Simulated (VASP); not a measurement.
Wanted: the native input for a VASP 6.6.1 run.

| Quantity | Value |
| --- | --- |
| Task | single point |
| Functional | PBEsol |
| Potentials or basis | VASP PAW PBE potentials, release 64 (Be, Pb_d, Br) |
| Cutoff | 520 eV |
| k mesh | 4 × 4 × 4 |
| Occupations | fermi-dirac, width 0.03 eV |
| Spin | no spin polarisation |
| Dipole correction | no |
| Further INCAR settings | ALGO = Normal; EDIFF = 1e-07; NBANDS = 39 |

The structure of BePbBr6 lies in POSCAR:

```
BePbBr6
1.0
    4.5026470097      2.5996044611      3.8399859623
   -4.5026470097      2.5996044611      3.8399859623
    0.0000000000     -5.1992089282      3.8399859582
Be Pb Br
1 1 6
Direct
    0.5000000000      0.5000000000      0.5000000000
    0.0000000000      0.0000000000      0.0000000000
    0.8527586578      0.3085606011      0.3085606011
    0.3085606011      0.8527586578      0.3085606011
    0.3085606011      0.3085606011      0.8527586578
    0.1472413422      0.6914393989      0.6914393989
    0.6914393989      0.1472413422      0.6914393989
    0.6914393989      0.6914393989      0.1472413422
```

One way to write it, as run:

INCAR

```
SYSTEM = BePbBr6
PREC = Accurate
ENCUT = 520
EDIFF = 1E-7
ISMEAR = -1
SIGMA = 0.03
LREAL = .False.
LASPH = .True.
NELM = 80
ALGO = Normal
ISIF = 2
LWAVE = .False.
LCHARG = .False.
GGA = PS
NBANDS = 39
```

KPOINTS

```
Automatic mesh
0
Gamma
  4 4 4
  0 0 0
```

Potentials or basis: VASP PAW PBE potentials, release 64 (Be, Pb_d, Br).

Launch:

```console
$ cat potpaw_PBE.64/Be/POTCAR potpaw_PBE.64/Pb_d/POTCAR potpaw_PBE.64/Br/POTCAR > POTCAR
$ mpirun -np 1 vasp_std > vasp.out
```

It gave:

| Quantity | Value |
| --- | --- |
| Pressure | 0.0 GPa |
| Band gap on the k mesh | 0.37 eV |

Caveat: the PAW data sets were made with another functional, which shifts forces and pressure a little; spin-orbit coupling is left out, which moves the levels of the heavy elements.

It took 2.3 min on 1 thread of Intel(R) Xeon(R) Platinum 8488C (Sapphire Rapids), on a shared host, peak memory 0.38 GiB.
